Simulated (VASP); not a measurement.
# HgS2 (C2/m) in VASP: notebook

Runs on HgS2. Level: PBE. Tasks: single point, relaxation of cell and atoms.

All numbers are computed with VASP 6.6.1; they aren't measurements. Logs are shortened: lines on timing, memory, paths and dates and some standing lists are left out, and cuts for length are marked.

## 1. The cell of the first run

Symmetry: C2/m, No. 12, monoclinic system. The conventional cell has a = 6.889 Å, b = 4.988 Å, c = 5.616 Å, α = 90.00°, β = 120.90°, γ = 90.00°. Within 3.3 Å of Hg (site symmetry 2/m) lie 6 S at 2.41 to 3.28 Å. Within 2.8 Å of S (site symmetry m) lie 1 S at 2.10 Å and 1 Hg at 2.41 Å.

## 2. Single point, PBE

File INCAR:

```
PREC = Accurate
ENCUT = 520
EDIFF = 1E-6
ISMEAR = 0
SIGMA = 0.1
LREAL = False
LASPH = True
NELM = 80
ALGO = Normal
ISIF = 2
LWAVE = False
LCHARG = True
GGA = PE
LELF = True
LVHAR = True
NBANDS = 19
```

File KPOINTS:

```
regular mesh
0
Gamma
  6 6 4
```

File POSCAR:

```
HgS2
1.0
    3.4391637052     -2.4940502568     -0.1880019681
    3.4391637052      2.4940502568     -0.1880019681
   -2.6166483953      0.0000000000      4.9691556793
Hg S
1 2
Direct
    0.0000000000      0.0000000000      0.0000000000
    0.8501833680      0.8501833680      0.3045357518
    0.1498166320      0.1498166320      0.6954642482
```

Potentials or basis: VASP PAW PBE potentials, release 64 (Hg, S).

Launch:

```bash
$ cat potpaw_PBE.64/Hg/POTCAR potpaw_PBE.64/S/POTCAR > POTCAR
$ mpirun -np 1 vasp_std > vasp.out
```

OUTCAR:

```text
PREC = Accurate
   ENCUT = 520
   EDIFF = 1E-6
   ISMEAR = 0
   LREAL = False
   LASPH = True
   NELM = 80
   ISIF = 2
   GGA = PE

 ion  position               nearest neighbor table
   1  0.000  0.000  0.000-   2 2.41   3 2.41   2 3.28   2 3.28   3 3.28   3 3.28
   2  0.850  0.850  0.305-   3 2.10   1 2.41   1 3.28   1 3.28
   3  0.150  0.150  0.695-   2 2.10   1 2.41   1 3.28   1 3.28

  LATTYP: Found a base centered monoclinic cell.
 ALAT       =     6.8885968763
 B/A-ratio  =     0.7241098010
 C/A-ratio  =     0.8152590848
 COS(beta)  =    -0.5135302890

  Lattice vectors:

 A1 = (   3.4391637052,  -2.4940502568,  -0.1880019681)
 A2 = (   3.4391637052,   2.4940502568,  -0.1880019681)
 A3 = (  -2.6166483953,   0.0000000000,   4.9691556793)

Analysis of symmetry for initial positions (statically):
=====================================================================
 Subroutine PRICEL returns:
 Original cell was already a primitive cell.

 Routine SETGRP: Setting up the symmetry group for a
 base centered monoclinic supercell.

 Subroutine GETGRP returns: Found  4 space group operations
 (whereof  4 operations were pure point group operations)
 out of a pool of  4 trial point group operations.

The static configuration has the point symmetry C_2h.

Analysis of symmetry for dynamics (positions and initial velocities):
=====================================================================
 Subroutine PRICEL returns:
 Original cell was already a primitive cell.

 Routine SETGRP: Setting up the symmetry group for a
 base centered monoclinic supercell.

 Subroutine GETGRP returns: Found  4 space group operations
 (whereof  4 operations were pure point group operations)
 out of a pool of  4 trial point group operations.

The dynamic configuration has the point symmetry C_2h.

 Subroutine INISYM returns: Found  4 space group operations
 (whereof  4 operations are pure point group operations),
 and found     1 'primitive' translations

----------------------------------------------------------------------------------------

                                     Primitive cell

  volume of cell :      82.7915

  direct lattice vectors                    reciprocal lattice vectors
     3.439163705 -2.494050257 -0.188001968     0.149693159 -0.200477115  0.078825135
     3.439163705  2.494050257 -0.188001968     0.149693159  0.200477115  0.078825135
    -2.616648395  0.000000000  4.969155679     0.011326918  0.000000000  0.207205937

  length of vectors
     4.252467333  4.252467333  5.615991185     0.262321401  0.262321401  0.207515300

  position of ions in fractional coordinates (direct lattice)
     0.000000000  0.000000000  0.000000000
     0.850183368  0.850183368  0.304535752
     0.149816632  0.149816632  0.695464248

  ion indices of the primitive-cell ions
   primitive index   ion index
                 1           1
                 2           2
                 3           3

----------------------------------------------------------------------------------------

 KPOINTS: regular mesh

Automatic generation of k-mesh.
 Grid dimensions read from file:
 generate k-points for:    6    6    4

 Generating k-lattice:

  Cartesian coordinates                     Fractional coordinates (reciprocal lattice)
     0.024948860 -0.033412852  0.013137522     0.166666667 -0.000000000  0.000000000
     0.024948860  0.033412852  0.013137522    -0.000000000  0.166666667  0.000000000
     0.002831729  0.000000000  0.051801484    -0.000000000 -0.000000000  0.250000000

  Length of vectors
     0.043720233  0.043720233  0.051878825

  Shift w.r.t. Gamma in fractional coordinates (k-lattice)
     0.000000000  0.000000000  0.000000000

 Subroutine IBZKPT returns following result:
 ===========================================

 Found     47 irreducible k-points:

 Following reciprocal coordinates:
            Coordinates               Weight
  0.000000  0.000000  0.000000      1.000000
  0.166667 -0.000000 -0.000000      4.000000
  0.333333 -0.000000  0.000000      4.000000
  0.500000  0.000000 -0.000000      2.000000
  0.166667  0.166667  0.000000      2.000000
  0.333333  0.166667 -0.000000      4.000000
[... 16 lines left out ...]
 -0.333333  0.166667  0.250000      4.000000
 -0.166667  0.166667  0.250000      4.000000
 [... further k-points ...]
   k-points           NKPTS =     47   k-points in BZ     NKDIM =     47   number of bands    NBANDS=     19
   number of dos      NEDOS =    301   number of ions     NIONS =      3
   total plane-waves  NPLWV =  43008
   dimension x,y,z NGX =    32 NGY =   32 NGZ =   42
   dimension x,y,z NGXF=    64 NGYF=   64 NGZF=   84
   ions per type =               1   2
   NGX,Y,Z   is equivalent  to a cutoff of  12.51, 12.51, 12.43 a.u.
   NGXF,Y,Z  is equivalent  to a cutoff of  25.02, 25.02, 24.87 a.u.
 SYSTEM =  unknown system
   PREC   = accura    normal or accurate (medium, high low for compatibility)
   ISTART =      0    job   : 0-new  1-cont  2-samecut
   ICHARG =      2    charge: 1-file 2-atom 10-const
   ISPIN  =      1    spin polarized calculation?
   LNONCOLLINEAR =      F non collinear calculations
   LSORBIT =      F    spin-orbit coupling
   LASPH  =      T    aspherical Exc in radial PAW
   ENCUT  =  520.0 eV  38.22 Ry    6.18 a.u.   7.91  7.91 10.44*2*pi/ulx,y,z
   NELM   =     80;   NELMIN=  2; NELMDL= -5     # of ELM steps
   EDIFF  = 0.1E-05   stopping-criterion for ELM
   LREAL  =      F    real-space projection
   EDIFFG = 0.1E-04   stopping-criterion for IOM
   NSW    =      0    number of steps for IOM
   IBRION =     -1    ionic relax: 0-MD 1-quasi-New 2-CG
   NFREE  =      0    steps in history (QN), initial steepest desc. (CG)
   ISIF   =      2    stress and relaxation
   ISYM   =      2    0-nonsym 1-usesym 2-fastsym
   POTIM  = 0.5000    time-step for ionic-motion
   TEBEG  =    0.0;   TEEND  =   0.0 temperature during run
   PSTRESS=    0.0 pullay stress
   NELECT =      24.0000    total number of electrons
   NUPDOWN=      -1.0000    fix difference up-down
   EMIN   =  10.00;   EMAX   =-10.00  energy-range for DOS
   EFERMI =   0.00;   METHOD = LEGACY
   ISMEAR =     0;   SIGMA  =   0.10  broadening in eV -4-tet -1-fermi 0-gaus
   EFERMI_NEDOS =   21; number of points for ismear=-14 and -15
   IALGO  =     38    algorithm
   IMIX   =      4    mixing-type and parameters
     AMIX     =   0.40;   BMIX     =  1.00
     AMIX_MAG =   1.60;   BMIX_MAG =  1.00
  volume/ion in A,a.u.               =      27.60       186.23
  Fermi-wavevector in a.u.,A,eV,Ry     =   1.083469  2.047460 15.971958  1.173906
  Thomas-Fermi vector in A             =   2.219536
   LORBIT       =      0    0 simple, 1 ext, 2 COOP (PROOUT), +10 PAW based schemes
   GGA     = PE    functional components
   LHFCALC =     F    Hartree Fock is set to
   AEXX    =    0.0000 exact exchange contribution
   IVDW    =     0    specifies the selected vdW correction
   LEPSILON=     F    determine dielectric tensor
   LRPA    =     F    only Hartree local field effects (RPA)
 non-spin polarized calculation
 Gauss-broadening in eV      SIGMA  =   0.10
  energy-cutoff  :      520.00
  volume of cell :       82.79
 maximum number of plane-waves:      2253
   NGX = 15   NGY = 15   NGZ = 21

 number of electron      24.0000004 magnetization

 Free energy of the ion-electron system (eV)
  ---------------------------------------------------
  ext. energy  EPLUGINS =         0.00000000
  ---------------------------------------------------
  free energy    TOTEN  =        -8.32008910 eV

  energy without entropy =       -8.32008910  energy(sigma->0) =       -8.32008910

 E-fermi :   2.3807     XC(G=0):  -8.5323

 val. band max:        1.9631464500   @ k =   0.5000   0.5000  -0.0000
 cond. band min:       2.7895631770   @ k =   0.1667   0.1667   0.2500
 fundamental gap:      0.8264167270
 Fermi energy:         2.3807197136

 k-point     1 :       0.0000    0.0000    0.0000
  band No.  band energies     occupation
      1     -13.2328      2.00000
      2      -8.9301      2.00000
      3      -5.9856      2.00000
      4      -5.2656      2.00000
      5      -5.1248      2.00000
      6      -4.6529      2.00000
[... 11 lines left out ...]
     18       9.2861      0.00000
     19      10.6445      0.00000

 k-point     2 :       0.1667   -0.0000   -0.0000
  band No.  band energies     occupation
      1     -13.1859      2.00000
      2      -9.0045      2.00000
      3      -5.9545      2.00000
      4      -5.2069      2.00000
      5      -5.0666      2.00000
      6      -4.6427      2.00000
[... 11 lines left out ...]
     18       9.5666      0.00000
     19      10.5320      0.00000

 k-point     3 :       0.3333   -0.0000    0.0000
  band No.  band energies     occupation
      1     -13.0914      2.00000
      2      -9.1203      2.00000
      3      -5.9054      2.00000
      4      -5.1755      2.00000
      5      -4.9501      2.00000
      6      -4.6175      2.00000
[... 11 lines left out ...]
     18       9.7584      0.00000
     19      11.4051      0.00000

 k-point     4 :       0.5000    0.0000   -0.0000
  band No.  band energies     occupation
      1     -13.0441      2.00000
      2      -9.1634      2.00000
      3      -5.8847      2.00000
      4      -5.1696      2.00000
      5      -4.9220      2.00000
      6      -4.6012      2.00000
[... 11 lines left out ...]
     18       9.7675      0.00000
     19      11.5982      0.00000

 k-point     5 :       0.1667    0.1667    0.0000
  band No.  band energies     occupation
      1     -13.1425      2.00000
      2      -9.1100      2.00000
      3      -5.9277      2.00000
      4      -5.0798      2.00000
      5      -5.0527      2.00000
      6      -4.6793      2.00000
[... 11 lines left out ...]
     18       9.6873      0.00000
     19      10.4507      0.00000
[... 334 lines left out ...]
      2      -9.6908      2.00000
      3      -5.6335      2.00000
      4      -5.1113      2.00000
      5      -4.9963      2.00000
      6      -4.6374      2.00000
[... 11 lines left out ...]
     18       9.3036      0.00000
     19      10.5979      0.00000

 k-point    22 :       0.5000    0.1667    0.2500
  band No.  band energies     occupation
      1     -12.8931      2.00000
      2      -9.5592      2.00000
      3      -5.5552      2.00000
      4      -5.1338      2.00000
      5      -5.0100      2.00000
      6      -4.5992      2.00000
[... 11 lines left out ...]
     18       9.0399      0.00000
     19      11.7346      0.00000

 k-point    23 :      -0.3333    0.1667    0.2500
  band No.  band energies     occupation
      1     -12.9436      2.00000
      2      -9.4928      2.00000
      3      -5.5114      2.00000
      4      -5.1493      2.00000
      5      -5.0539      2.00000
      6      -4.5783      2.00000
[... 11 lines left out ...]
     18       9.5789      0.00000
     19      10.8575      0.00000

 k-point    24 :      -0.1667    0.1667    0.2500
  band No.  band energies     occupation
      1     -12.9974      2.00000
      2      -9.5467      2.00000
      3      -5.5349      2.00000
      4      -5.2082      2.00000
      5      -5.0663      2.00000
      6      -4.6128      2.00000
[... 11 lines left out ...]
     18      10.2072      0.00000
     19      11.3321      0.00000

 [... further k-points ...]
[... 5 lines left out ...]
  --------------------------------------------------------------------------------------
  -------------------------------------------------------------------------------------
  Total        0.1514466      0.0307868     -0.0403693      0.0000000      0.0000000     -0.2442399
  in kB        2.9307867      0.5957838     -0.7812240      0.0000000      0.0000000     -4.7265191
  external PRESSURE =       0.9151155 kB  Pullay stress =       0.0000000 kB

 VOLUME and BASIS-vectors are now :
 -----------------------------------------------------------------------------
  energy-cutoff  :      520.00
  volume of cell :       82.79
      direct lattice vectors                 reciprocal lattice vectors
     3.439163705 -2.494050257 -0.188001968     0.149693159 -0.200477115  0.078825135
     3.439163705  2.494050257 -0.188001968     0.149693159  0.200477115  0.078825135
    -2.616648395  0.000000000  4.969155679     0.011326918  0.000000000  0.207205937

 POSITION                                       TOTAL-FORCE (eV/Angst)
 -----------------------------------------------------------------------------------
      0.00000      0.00000      0.00000         0.000000      0.000000      0.000000
      5.05098      0.00000      1.19361        -0.011991      0.000000      0.143627
     -0.78930      0.00000      3.39954         0.011991      0.000000     -0.143627
 -----------------------------------------------------------------------------------
    total drift:                               -0.000000      0.000000      0.000000

  FREE ENERGIE OF THE ION-ELECTRON SYSTEM (eV)
  ---------------------------------------------------
  free  energy   TOTEN  =        -8.3200891035 eV

  energy  without entropy=       -8.3200891034  energy(sigma->0) =       -8.32008910
```

Wall time 60 s (1 thread of AMD EPYC 7R13 (Zen 3), shared host); peak memory 0.21 GiB.

Results:

| Property | Result |
| --- | --- |
| Free energy | -8.3201 eV |
| Pressure | 0.1 GPa |
| Largest force | 0.144 eV/Å |
| Band gap on the k mesh | 0.83 eV (least direct gap 1.16 eV) |

Forces on the atoms (eV/Å):
```
Hg   0.000  0.000  0.000
S   -0.012  0.000  0.144
S    0.012  0.000 -0.144
```

Caveat: spin-orbit coupling is left out, which moves the levels of the heavy elements. A k mesh can miss the band edges.

## 3. Single point, PBE

File INCAR:

```
PREC = Accurate
ENCUT = 520
EDIFF = 1E-7
ISMEAR = 0
SIGMA = 0.02
LREAL = False
LASPH = True
NELM = 60
ALGO = Normal
ISIF = 2
LWAVE = False
LCHARG = True
GGA = PE
LELF = True
LVHAR = True
NBANDS = 19
```

File KPOINTS:

```
Automatic mesh
0
Gamma
  8 8 6
```

File POSCAR:

```
HgS2
1.0
    3.4421346893     -2.4949930142      0.0000478216
    3.4421346893      2.4949930142      0.0000478216
   -2.8821029175      0.0000000000      4.8169430093
Hg S
1 2
Direct
    0.0000000000      0.0000000000      0.0000000000
    0.8498901066      0.8498901066      0.3047028945
    0.1501098934      0.1501098934      0.6952971055
```

Potentials or basis: VASP PAW PBE potentials, release 64 (Hg, S).

Launch:

```bash
$ cat potpaw_PBE.64/Hg/POTCAR potpaw_PBE.64/S/POTCAR > POTCAR
$ mpirun -np 1 vasp_std > vasp.out
```

It took 2.3 min on 1 thread of AMD EPYC 7R13 (Zen 3), shared host; peak memory 0.28 GiB.

Results (log left out):

- Free energy: -8.3203 eV
- Pressure: 0.1 GPa
- Largest force: 0.138 eV/Å
- Band gap on the k mesh: 0.71 eV (least direct gap 1.06 eV)

Forces in eV/Å, atoms in the order of the input:
```
Hg   0.000  0.000  0.000
S   -0.004  0.000  0.138
S    0.004  0.000 -0.138
```

Stress tensor (GPa, compression positive):
```
 0.27  0.00 -0.45
 0.00  0.05  0.00
-0.45  0.00 -0.10
```

Levels at points of the mesh, in eV from the valence-band top:
| k point | band 8 | band 9 | band 10 | band 11 | band 12 | band 13 | band 14 | band 15 | band 16 | band 17 |
| --- | --- | --- | --- | --- | --- | --- | --- | --- | --- | --- |
| (0.00, 0.00, 0.00) | -5.48 | -3.64 | -2.71 | -1.75 | -0.43 | 1.60 | 2.74 | 4.14 | 4.64 | 7.29 |
| (0.50, 0.00, 0.00) | -4.60 | -4.50 | -3.39 | -3.23 | 0.00 | 1.17 | 2.50 | 4.28 | 6.58 | 7.62 |
| (0.50, 0.50, 0.00) | -4.79 | -4.53 | -3.96 | -3.33 | 0.00 | 1.55 | 2.55 | 4.80 | 5.27 | 5.72 |
| (0.00, 0.00, 0.50) | -4.42 | -4.07 | -2.53 | -1.68 | -0.41 | 1.01 | 2.81 | 3.60 | 4.20 | 7.66 |
| (0.50, 0.00, 0.50) | -5.27 | -5.19 | -2.35 | -1.89 | -1.18 | 1.74 | 3.11 | 4.03 | 5.54 | 7.50 |
| (0.50, 0.50, 0.50) | -5.30 | -4.98 | -2.82 | -1.92 | -1.85 | 1.32 | 2.71 | 3.69 | 6.74 | 8.30 |

Caveat: spin-orbit coupling is left out, which moves the levels of the heavy elements. A k mesh can miss the band edges.

(Continued in part 2 of 2.)
